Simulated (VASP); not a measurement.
# Cu (P6_3/mmc) in VASP: single point with PBE

Aim: the single point of Cu with PBE.

Everything below comes from runs of VASP 6.6.1. Logs are shortened: lines on timing, memory, paths and dates and some standing lists are left out, and cuts for length are marked.

## Step 1: The cell of the first run

Symmetry: P6_3/mmc, No. 194, hexagonal system. The conventional cell has a = 2.567 Å, b = 2.567 Å, c = 4.192 Å, α = 90.00°, β = 90.00°, γ = 120.00°. Cu (site symmetry -6m2) has 12 Cu at 2.57 Å within 3.4 Å.

## Step 2: Single point, PBE

Contents of INCAR:

```
SYSTEM = Cu
PREC = Accurate ; ENCUT = 520
EDIFF = 1E-6 ; ISMEAR = 0
SIGMA = 0.15 ; LREAL = .FALSE.
LASPH = .TRUE. ; NELM = 60
ALGO = Fast ; ISIF = 2
LWAVE = .FALSE. ; LCHARG = .TRUE.
GGA = PE ; LELF = .TRUE.
LVHAR = .TRUE. ; NBANDS = 18
```

Contents of KPOINTS:

```
regular mesh
0
G
  21 21 10
  0 0 0
```

Contents of POSCAR:

```
Cu
1.0
    2.5672412656      0.0000000000      0.0000000000
   -1.2836206328      2.2232961536      0.0000000000
    0.0000000000      0.0000000000      4.1920560930
Cu
2
Direct
    0.3333333333      0.6666666667      0.2500000000
    0.6666666667      0.3333333333      0.7500000000
```

Potentials or basis: VASP PAW PBE potentials, release 64 (Cu).

Run with:

```console
> cat potpaw_PBE.64/Cu/POTCAR > POTCAR
> mpirun -np 1 vasp_std > vasp.out
```

OUTCAR:

```text
SYSTEM = Cu
   PREC = Accurate
   ENCUT = 520
   EDIFF = 1E-6
   ISMEAR = 0
   LREAL = .FALSE.
   LASPH = .TRUE.
   NELM = 60
   ISIF = 2
   GGA = PE

 ion  position               nearest neighbor table
   1  0.333  0.667  0.250-   2 2.57   2 2.57   2 2.57   2 2.57   2 2.57   2 2.57
   2  0.667  0.333  0.750-   1 2.57   1 2.57   1 2.57   1 2.57   1 2.57   1 2.57

  LATTYP: Found a hexagonal cell.
 ALAT       =     2.5672412656
 C/A-ratio  =     1.6329030501

  Lattice vectors:

 A1 = (   2.5672412656,   0.0000000000,   0.0000000000)
 A2 = (  -1.2836206328,   2.2232961536,   0.0000000000)
 A3 = (   0.0000000000,   0.0000000000,   4.1920560930)

Analysis of symmetry for initial positions (statically):
=====================================================================
 Subroutine PRICEL returns:
 Original cell was already a primitive cell.

 Routine SETGRP: Setting up the symmetry group for a
 hexagonal supercell.

 Subroutine GETGRP returns: Found 24 space group operations
 (whereof 12 operations were pure point group operations)
 out of a pool of 24 trial point group operations.

The static configuration has the point symmetry D_3d.
 The point group associated with its full space group is D_6h.

Analysis of symmetry for dynamics (positions and initial velocities):
=====================================================================
 Subroutine PRICEL returns:
 Original cell was already a primitive cell.

 Routine SETGRP: Setting up the symmetry group for a
 hexagonal supercell.

 Subroutine GETGRP returns: Found 24 space group operations
 (whereof 12 operations were pure point group operations)
 out of a pool of 24 trial point group operations.

The dynamic configuration has the point symmetry D_3d.
 The point group associated with its full space group is D_6h.

 Subroutine INISYM returns: Found 24 space group operations
 (whereof 12 operations are pure point group operations),
 and found     1 'primitive' translations

----------------------------------------------------------------------------------------

                                     Primitive cell

  volume of cell :      23.9272

  direct lattice vectors                    reciprocal lattice vectors
     2.567241266  0.000000000  0.000000000     0.389523187  0.224891317  0.000000000
    -1.283620633  2.223296154  0.000000000     0.000000000  0.449782634  0.000000000
     0.000000000  0.000000000  4.192056093     0.000000000  0.000000000  0.238546426

  length of vectors
     2.567241266  2.567241266  4.192056093     0.449782634  0.449782634  0.238546426

  position of ions in fractional coordinates (direct lattice)
     0.333333333  0.666666667  0.250000000
     0.666666667  0.333333333  0.750000000

  ion indices of the primitive-cell ions
   primitive index   ion index
                 1           1
                 2           2

----------------------------------------------------------------------------------------

 KPOINTS: regular mesh

Automatic generation of k-mesh.
 Grid dimensions read from file:
 generate k-points for:   21   21   10

 Generating k-lattice:

  Cartesian coordinates                     Fractional coordinates (reciprocal lattice)
     0.018548723  0.010709110  0.000000000     0.047619048  0.000000000  0.000000000
     0.000000000  0.021418221  0.000000000     0.000000000  0.047619048  0.000000000
     0.000000000  0.000000000  0.023854643     0.000000000  0.000000000  0.100000000

  Length of vectors
     0.021418221  0.021418221  0.023854643

  Shift w.r.t. Gamma in fractional coordinates (k-lattice)
     0.000000000  0.000000000  0.000000000

 Subroutine IBZKPT returns following result:
 ===========================================

 Found    288 irreducible k-points:

 Following reciprocal coordinates:
            Coordinates               Weight
  0.000000  0.000000  0.000000      1.000000
  0.047619  0.000000  0.000000      6.000000
  0.095238  0.000000  0.000000      6.000000
  0.142857  0.000000  0.000000      6.000000
  0.190476  0.000000  0.000000      6.000000
  0.238095  0.000000  0.000000      6.000000
[... 16 lines left out ...]
  0.142857  0.095238  0.000000     12.000000
  0.190476  0.095238  0.000000     12.000000
 [... further k-points ...]
   k-points           NKPTS =    288   k-points in BZ     NKDIM =    288   number of bands    NBANDS=     18
   number of dos      NEDOS =    301   number of ions     NIONS =      2
   total plane-waves  NPLWV =  12800
   dimension x,y,z NGX =    20 NGY =   20 NGZ =   32
   dimension x,y,z NGXF=    40 NGYF=   40 NGZF=   64
   ions per type =               2
   NGX,Y,Z   is equivalent  to a cutoff of  12.95, 12.95, 12.69 a.u.
   NGXF,Y,Z  is equivalent  to a cutoff of  25.90, 25.90, 25.38 a.u.
 SYSTEM =  Cu
   PREC   = accura    normal or accurate (medium, high low for compatibility)
   ISTART =      0    job   : 0-new  1-cont  2-samecut
   ICHARG =      2    charge: 1-file 2-atom 10-const
   ISPIN  =      1    spin polarized calculation?
   LNONCOLLINEAR =      F non collinear calculations
   LSORBIT =      F    spin-orbit coupling
   LASPH  =      T    aspherical Exc in radial PAW
   ENCUT  =  520.0 eV  38.22 Ry    6.18 a.u.   4.77  4.77  7.79*2*pi/ulx,y,z
   NELM   =     60;   NELMIN=  2; NELMDL= -5     # of ELM steps
   EDIFF  = 0.1E-05   stopping-criterion for ELM
   LREAL  =      F    real-space projection
   EDIFFG = 0.1E-04   stopping-criterion for IOM
   NSW    =      0    number of steps for IOM
   IBRION =     -1    ionic relax: 0-MD 1-quasi-New 2-CG
   NFREE  =      0    steps in history (QN), initial steepest desc. (CG)
   ISIF   =      2    stress and relaxation
   ISYM   =      2    0-nonsym 1-usesym 2-fastsym
   POTIM  = 0.5000    time-step for ionic-motion
   TEBEG  =    0.0;   TEEND  =   0.0 temperature during run
   PSTRESS=    0.0 pullay stress
   NELECT =      22.0000    total number of electrons
   NUPDOWN=      -1.0000    fix difference up-down
   EMIN   =  10.00;   EMAX   =-10.00  energy-range for DOS
   EFERMI =   0.00;   METHOD = LEGACY
   ISMEAR =     0;   SIGMA  =   0.15  broadening in eV -4-tet -1-fermi 0-gaus
   EFERMI_NEDOS =   21; number of points for ismear=-14 and -15
   IALGO  =     68    algorithm
   IMIX   =      4    mixing-type and parameters
     AMIX     =   0.40;   BMIX     =  1.00
     AMIX_MAG =   1.60;   BMIX_MAG =  1.00
  volume/ion in A,a.u.               =      11.96        80.73
  Fermi-wavevector in a.u.,A,eV,Ry     =   1.591911  3.008275 34.479607  2.534180
  Thomas-Fermi vector in A             =   2.690378
   LORBIT       =      0    0 simple, 1 ext, 2 COOP (PROOUT), +10 PAW based schemes
   GGA     = PE    functional components
   LHFCALC =     F    Hartree Fock is set to
   AEXX    =    0.0000 exact exchange contribution
   IVDW    =     0    specifies the selected vdW correction
   LEPSILON=     F    determine dielectric tensor
   LRPA    =     F    only Hartree local field effects (RPA)
 non-spin polarized calculation
 RMM-DIIS sequential band-by-band and
 Gauss-broadening in eV      SIGMA  =   0.15
  energy-cutoff  :      520.00
  volume of cell :       23.93
 maximum number of plane-waves:       664
 NGX is ok and might be reduce to    20
   NGX =  9   NGY =  9   NGZ = 15

 number of electron      22.0000007 magnetization

 Free energy of the ion-electron system (eV)
  ---------------------------------------------------
  ext. energy  EPLUGINS =         0.00000000
  ---------------------------------------------------
  free energy    TOTEN  =        -7.44335645 eV

  energy without entropy =       -7.43643934  energy(sigma->0) =       -7.43989789

 E-fermi :   7.4358     XC(G=0): -12.6511

 val. band max:        7.3947195768   @ k =   0.1905   0.0000   0.2000
 cond. band min:       7.4419414005   @ k =   0.2857   0.2381   0.0000
 fundamental gap:      0.0472218237
 Fermi energy:         7.4358072942

 k-point     1 :       0.0000    0.0000    0.0000
  band No.  band energies     occupation
      1      -1.8270      2.00000
      2       2.4185      2.00000
      3       4.4343      2.00000
      4       4.4899      2.00000
      5       4.4899      2.00000
      6       4.6925      2.00000
[... 10 lines left out ...]
     17      30.6542      0.00000
     18      30.7115      0.00000

 k-point     2 :       0.0476    0.0000    0.0000
  band No.  band energies     occupation
      1      -1.7542      2.00000
      2       2.4609      2.00000
      3       4.3812      2.00000
      4       4.5160      2.00000
      5       4.5364      2.00000
      6       4.6791      2.00000
[... 10 lines left out ...]
     17      31.4210      0.00000
     18      31.5454      0.00000

 k-point     3 :       0.0952    0.0000    0.0000
  band No.  band energies     occupation
      1      -1.5371      2.00000
      2       2.5823      2.00000
      3       4.2927      2.00000
      4       4.5931      2.00000
      5       4.5951      2.00000
      6       4.6562      2.00000
[... 10 lines left out ...]
     17      31.5371      0.00000
     18      32.3730      0.00000

 k-point     4 :       0.1429    0.0000    0.0000
  band No.  band energies     occupation
      1      -1.1805      2.00000
      2       2.7638      2.00000
      3       4.1887      2.00000
      4       4.4875      2.00000
      5       4.5612      2.00000
      6       4.7163      2.00000
[... 10 lines left out ...]
     17      30.0116      0.00000
     18      31.4179      0.00000

 k-point     5 :       0.1905    0.0000    0.0000
  band No.  band energies     occupation
      1      -0.6938      2.00000
      2       2.9677      2.00000
      3       4.0873      2.00000
      4       4.1530      2.00000
      5       4.4976      2.00000
      6       4.7694      2.00000
[... 10 lines left out ...]
     17      27.9285      0.00000
     18      29.6155      0.00000

 k-point     6 :       0.2381    0.0000    0.0000
  band No.  band energies     occupation
      1      -0.0934      2.00000
      2       3.1328      2.00000
      3       3.8635      2.00000
      4       4.0202      2.00000
      5       4.4524      2.00000
      6       4.6872      2.00000
[... 10 lines left out ...]
     17      25.9339      0.00000
     18      28.0157      0.00000

 k-point     7 :       0.2857    0.0000    0.0000
  band No.  band energies     occupation
      1       0.5908      2.00000
      2       3.1962      2.00000
      3       3.6263      2.00000
      4       4.0126      2.00000
      5       4.4602      2.00000
      6       4.6079      2.00000
[... 10 lines left out ...]
     17      24.4922      0.00000
     18      27.1062      0.00000

 k-point     8 :       0.3333    0.0000    0.0000
  band No.  band energies     occupation
      1       1.3032      2.00000
      2       3.1634      2.00000
      3       3.4409      2.00000
      4       4.0539      2.00000
      5       4.5310      2.00000
      6       4.5372      2.00000
[... 10 lines left out ...]
     17      22.7579      0.00000
     18      26.6664      0.00000
[... 229 lines left out ...]
     17      20.4637      0.00000
     18      27.0709      0.00000

 k-point    20 :       0.4286    0.0476    0.0000
  band No.  band energies     occupation
      1       2.5890      2.00000
      2       2.9953      2.00000
      3       3.1961      2.00000
      4       4.3340      2.00000
      5       4.4138      2.00000
      6       4.5280      2.00000
[... 10 lines left out ...]
     17      19.9162      0.00000
     18      26.9501      0.00000

 k-point    21 :       0.4762    0.0476    0.0000
  band No.  band energies     occupation
      1       2.7082      2.00000
      2       2.9547      2.00000
      3       3.1749      2.00000
      4       4.4043      2.00000
      5       4.4070      2.00000
      6       4.5129      2.00000
[... 10 lines left out ...]
     17      19.8020      0.00000
     18      26.9108      0.00000

 k-point    22 :       0.0952    0.0952    0.0000
  band No.  band energies     occupation
      1      -0.9695      2.00000
      2       2.8654      2.00000
      3       4.1221      2.00000
      4       4.3463      2.00000
      5       4.5569      2.00000
      6       4.7236      2.00000
[... 10 lines left out ...]
     17      30.1132      0.00000
     18      30.3523      0.00000

 k-point    23 :       0.1429    0.0952    0.0000
  band No.  band energies     occupation
      1      -0.4882      2.00000
      2       3.0602      2.00000
      3       4.0103      2.00000
      4       4.0658      2.00000
      5       4.5048      2.00000
      6       4.6465      2.00000
[... 10 lines left out ...]
     17      28.6856      0.00000
     18      29.2789      0.00000

 k-point    24 :       0.1905    0.0952    0.0000
  band No.  band energies     occupation
      1       0.1049      2.00000
      2       3.2251      2.00000
      3       3.8157      2.00000
      4       3.9202      2.00000
      5       4.4690      2.00000
      6       4.5613      2.00000
[... 10 lines left out ...]
     17      26.8581      0.00000
     18      28.5077      0.00000

 [... further k-points ...]
[... 5 lines left out ...]
  --------------------------------------------------------------------------------------
  -------------------------------------------------------------------------------------
  Total        0.1124006      0.1124006      0.3330225      0.0000000      0.0000000      0.0000000
  in kB        7.5264166      7.5264166     22.2993925      0.0000000      0.0000000      0.0000000
  external PRESSURE =      12.4507419 kB  Pullay stress =       0.0000000 kB

 VOLUME and BASIS-vectors are now :
 -----------------------------------------------------------------------------
  energy-cutoff  :      520.00
  volume of cell :       23.93
      direct lattice vectors                 reciprocal lattice vectors
     2.567241266  0.000000000  0.000000000     0.389523187  0.224891317  0.000000000
    -1.283620633  2.223296154  0.000000000     0.000000000  0.449782634  0.000000000
     0.000000000  0.000000000  4.192056093     0.000000000  0.000000000  0.238546426

 POSITION                                       TOTAL-FORCE (eV/Angst)
 -----------------------------------------------------------------------------------
     -0.00000      1.48220      1.04801        -0.000000     -0.000000     -0.000000
      1.28362      0.74110      3.14404         0.000000      0.000000      0.000000
 -----------------------------------------------------------------------------------
    total drift:                               -0.000000      0.000000     -0.000000

  FREE ENERGIE OF THE ION-ELECTRON SYSTEM (eV)
  ---------------------------------------------------
  free  energy   TOTEN  =        -7.4433564459 eV

  energy  without entropy=       -7.4364393414  energy(sigma->0) =       -7.43989789
```

Wall time 48 s (1 thread of Intel Xeon 6975P-C (Granite Rapids), shared host); peak memory 0.21 GiB.

What came out:

```
Free energy            : -7.4434 eV
Pressure               : 1.2 GPa
Band gap on the k mesh : zero (band 11 reaches 11.44 eV, above the bottom of band 12 at 5.49 eV)
```
